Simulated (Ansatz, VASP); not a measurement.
## One calculation of MgI2, two programs

INCAR

```
ALGO = Normal
EDIFF = 1E-7
ENCUT = 520
ISIF = 2
ISMEAR = -1
LASPH = True
LCHARG = True
LELF = True
LREAL = False
LVHAR = True
LWAVE = False
NBANDS = 15
NELM = 60
PREC = Accurate
SIGMA = 0.05
```

The input KPOINTS:

```
k-points
0
Gamma
  8 8 4
```

Contents of POSCAR:

```
MgI2
1.0
    4.2211970848      0.0000000000      0.0000000000
   -2.1105985424      3.6556639099      0.0000000000
    0.0000000000      0.0000000000      7.0149362183
I Mg
2 1
Direct
    0.6666666667      0.3333333333      0.7500000000
    0.3333333333      0.6666666667      0.2500000000
    0.0000000000      0.0000000000      0.0000000000
```

The input input.yaml:

```yaml
crystal:
  lattice:
    - [4.2211970848, 0.0, 0.0]
    - [-2.1105985424, 3.6556639099, 0.0]
    - [0.0, 0.0, 7.0149362183]
  atoms:
    - { symbol: I, position: [0.6666666667, 0.3333333333, 0.75] }
    - { symbol: I, position: [0.3333333333, 0.6666666667, 0.25] }
    - { symbol: Mg, position: [0.0, 0.0, 0.0] }
kpoints:
  mp_grid: { grid: [8, 8, 4] }
scf:
  occupations: { method: fermi_dirac, width: 0.05 }
hamiltonian:
  xc: lda
  pseudopotentials: { kind: all_electron, lapw: { basis_error: 0.002 } }
output:
  forces: true
  stress: true
  eigenvalues: true
```

Change from the starting cell: volume scaled by 1.06.

Alike in both runs: task single point; functional LDA; k mesh 8 × 8 × 4; occupations fermi-dirac, width 0.05 eV; no spin polarisation.

|  | VASP | Ansatz |
| --- | --- | --- |
| version | VASP 6.6.1 | Ansatz 0.2.0 |
| potentials or method | VASP PAW LDA potentials, release 64 (I, Mg), cutoff 520 eV | all-electron LAPW, scalar-relativistic |

VASP gave:

- gap on the k mesh at the Fermi level (eV): 3.15
- least direct gap on the mesh (eV): 3.15
- pressure (GPa): -3.4
- traceless stress, the component that is largest in VASP (GPa): -0.32
- rms of the force components (eV/Å): 0.284

**Question.** Which values does Ansatz return?

**Answer.** gap on the k mesh at the Fermi level (eV): 3.14; least direct gap on the mesh (eV): 3.14; pressure (GPa): -3.3; traceless stress, the component that is largest in VASP (GPa): -0.33; rms of the force components (eV/Å): 0.277.

LDA's correlation is that of Perdew and Zunger in VASP and of Perdew and Wang (1992) in Ansatz. Atom by atom the forces differ by 0.007 eV/Å (rms over components). Ansatz ran all-electron here, and VASP with PAW potentials.

Neither program's run includes spin-orbit coupling.
